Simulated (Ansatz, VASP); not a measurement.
## Two plane-wave programs on AlN

INCAR

```
PREC = Accurate ; ENCUT = 520
EDIFF = 1E-6 ; ISMEAR = 0
SIGMA = 0.05 ; LREAL = False
LASPH = True ; NELM = 100
ALGO = Normal ; ISIF = 2
LWAVE = False ; LCHARG = False
GGA = PS ; NBANDS = 11
```

File KPOINTS:

```
regular mesh
0
Gamma
  14 14 14
```

The input POSCAR:

```
AlN
1.0
    0.0000000000      2.0226146461      2.0226146461
    2.0226146461      0.0000000000      2.0226146461
    2.0226146461      2.0226146461      0.0000000000
Al N
1 1
Direct
    0.0000000000      0.0000000000      0.0000000000
    0.5000000000      0.5000000000      0.5000000000
```

Input for Ansatz:

```yaml
crystal:
  lattice:
    - [0.0, 2.0226146461, 2.0226146461]
    - [2.0226146461, 0.0, 2.0226146461]
    - [2.0226146461, 2.0226146461, 0.0]
  atoms:
    - { symbol: Al, position: [0.0, 0.0, 0.0] }
    - { symbol: "N", position: [0.5, 0.5, 0.5] }
basis:
  ecutwfc: 420
  ecutrho_ratio: 4
kpoints:
  mp_grid: { grid: [14, 14, 14] }
hamiltonian:
  xc: pbesol
scf:
  occupations: { method: gaussian, width: 0.05 }
output:
  forces: true
  stress: true
  eigenvalues: true
```

Alike in both runs: task single point; functional PBEsol; k mesh 14 × 14 × 14; occupations gaussian, width 0.05 eV; no spin polarisation.

```csv
,VASP,Ansatz
version,VASP 6.6.1,Ansatz 0.2.0
potentials or method,"VASP PAW PBE potentials, release 64 (Al, N), cutoff 520 eV","scalar-relativistic, plane waves, PAW"
valence electrons in the cell,8,8
```

|  | VASP | Ansatz | Ansatz less VASP |
| --- | --- | --- | --- |
| gap on the k mesh at the Fermi level (eV) | 4.54 | 4.55 | +0.005 |
| least direct gap on the mesh (eV) | 5.65 | 5.63 | -0.020 |
| pressure (GPa) | -0.1 | 0.0 | +0.09 |

VASP's potentials were made for PBE, not for PBEsol. The functional is the same, so the differences come from potentials, cutoffs and numerics.
